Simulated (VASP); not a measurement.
Here is a VASP 6.6.1 calculation.

Contents of INCAR:

```
PREC     = Accurate       # precision mode
ENCUT    = 520            # plane-wave cutoff, eV
EDIFF    = 1E-6           # SCF threshold, eV
ISMEAR   = 0              # smearing method
SIGMA    = 0.15           # smearing width, eV
LREAL    = F              # projectors in reciprocal space
LASPH    = T              # aspherical terms in the spheres
NELM     = 80             # most SCF steps
ALGO     = Fast           # electronic algorithm
ISIF     = 2              # what is computed and relaxed
LWAVE    = F              # write WAVECAR
LCHARG   = T              # write CHGCAR
GGA      = CA             # functional
LELF     = T              # ELF
LVHAR    = T            
NBANDS   = 11             # bands
```

The input KPOINTS:

```
regular mesh
0
Gamma
  20 20 20
```

File POSCAR:

```
Hf
1.0
    0.0000000000      2.1504776296      2.1504776296
    2.1504776296      0.0000000000      2.1504776296
    2.1504776296      2.1504776296      0.0000000000
Hf
1
Direct
    0.0000000000      0.0000000000      0.0000000000
```

Potentials or basis: VASP PAW LDA potentials, release 64 (Hf_pv).

The run is started by

```console
$ cat potpaw_LDA.64/Hf_pv/POTCAR > POTCAR
$ mpirun -np 1 vasp_std > vasp.out
```

Problem. Estimate the band gap on the k mesh.

Solution. Zero (bands 5 and 6 overlap by 2.04 eV).

Problem. Estimate the pressure.

Solution. 5.3 GPa.

Caveat: the cell stands under pressure; spin-orbit coupling is left out, which moves the levels of the heavy elements.
